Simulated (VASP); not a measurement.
Runs of VASP 6.6.1 on Rh. The structure is that of space group P6_3/mmc (No. 194), or close to it. The cells are those of the table. This isn't the form of Rh at room conditions, which is fcc.

```csv
task,cell,k mesh,cutoff (eV),gap on the mesh (eV),pressure (GPa)
single point,"a = 2.652, b = 2.652, c = 4.278 Å, angles 90.0, 90.0, 120.0°, 2 atoms",15 × 15 × 8,520,none,(a)
single point,"a = 2.759, b = 2.759, c = 4.450 Å, angles 90.0, 90.0, 120.0°, 2 atoms",15 × 15 × 8,520,none,-18.4
single point,"a = 2.792, b = 2.792, c = 4.504 Å, angles 90.0, 90.0, 120.0°, 2 atoms",15 × 15 × 8,520,none,-24.6
single point,"a = 2.724, b = 2.724, c = 4.394 Å, angles 90.0, 90.0, 120.0°, 2 atoms",15 × 15 × 8,520,none,(b)
relaxation of cell and atoms,"relaxed from a = 2.689, b = 2.689, c = 4.391 Å, angles 90.0, 90.0, 120.0°, 2 atoms",13 × 13 × 7,600,none,0.1
single point,"a = 2.615, b = 2.615, c = 4.218 Å, angles 90.0, 90.0, 120.0°, 2 atoms",15 × 15 × 8,520,none,29.8
single point,"a = 2.577, b = 2.577, c = 4.156 Å, angles 90.0, 90.0, 120.0°, 2 atoms",15 × 15 × 8,520,none,51.2
single point,"a = 2.689, b = 2.689, c = 4.337 Å, angles 90.0, 90.0, 120.0°, 2 atoms",15 × 15 × 8,520,none,-0.2
single point,"a = 2.689, b = 2.689, c = 4.337 Å, angles 90.0, 90.0, 120.0°, 2 atoms",22 × 22 × 12,520,none,-0.1
single point,"a = 2.689, b = 2.689, c = 4.337 Å, angles 90.0, 90.0, 120.0°, 2 atoms",13 × 13 × 7,520,none,-0.1
```

Alike in all rows: level PBEsol; potentials or basis VASP PAW PBE potentials, release 64 (Rh_pv); no spin polarisation; smearing fermi-dirac 0.1 eV.

**Question.** Fill in the values left out.

**Answer.** (a) 13.0; (b) -10.4.

Caveats: the PAW data sets were made with another functional, which shifts forces and pressure a little; the cell stands under pressure (at least some runs); the cell stands under tension (at least some runs).

A k mesh can miss the band edges, and the runs leave out spin-orbit coupling on Rh.

A gap of «none» marks levels without a gap at the run's occupations.
